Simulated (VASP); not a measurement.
A run of VASP 6.6.1 is set up as follows.

File INCAR:

```
PREC = Accurate ; ENCUT = 600
EDIFF = 1E-7 ; ISMEAR = -1
SIGMA = 0.05 ; LREAL = F
LASPH = T ; NELM = 120
ALGO = Normal ; ISIF = 3
LWAVE = F ; LCHARG = F
GGA = RE ; IBRION = 2
NSW = 80 ; EDIFFG = -0.01
GGA_COMPAT = F ; NELMIN = 4
```

The input KPOINTS:

```
regular mesh
0
Gamma
  10 10 10
```

The input POSCAR:

```
ZrC
1.0
    0.0000000000      2.3650000000      2.3650000000
    2.3650000000      0.0000000000      2.3650000000
    2.3650000000      2.3650000000      0.0000000000
Zr C
1 1
Direct
    0.5000000000      0.5000000000      0.5000000000
    0.0000000000      0.0000000000      0.0000000000
```

Potentials or basis: VASP PAW PBE potentials, release 64 (Zr_sv, C).

The run is started by

```sh
$ cat potpaw_PBE.64/Zr_sv/POTCAR potpaw_PBE.64/C/POTCAR > POTCAR
$ mpirun -np 1 vasp_std > vasp.out
```

Question: Predict the band gap on the k mesh.

Answer: Zero (band 8 reaches 10.42 eV, above the bottom of band 9 at 9.16 eV).

Question: What does it give for the space group after relaxing (to 0.05 Å)?

Answer: Fm-3m (No. 225).

Final structure:
```xyz
2
Lattice="0.0000 2.3634 2.3634 2.3634 0.0000 2.3634 2.3634 2.3634 0.0000" Properties=species:S:1:pos:R:3 pbc="T T T"
Zr    2.3634    2.3634    2.3634
C     0.0000    0.0000    0.0000
```
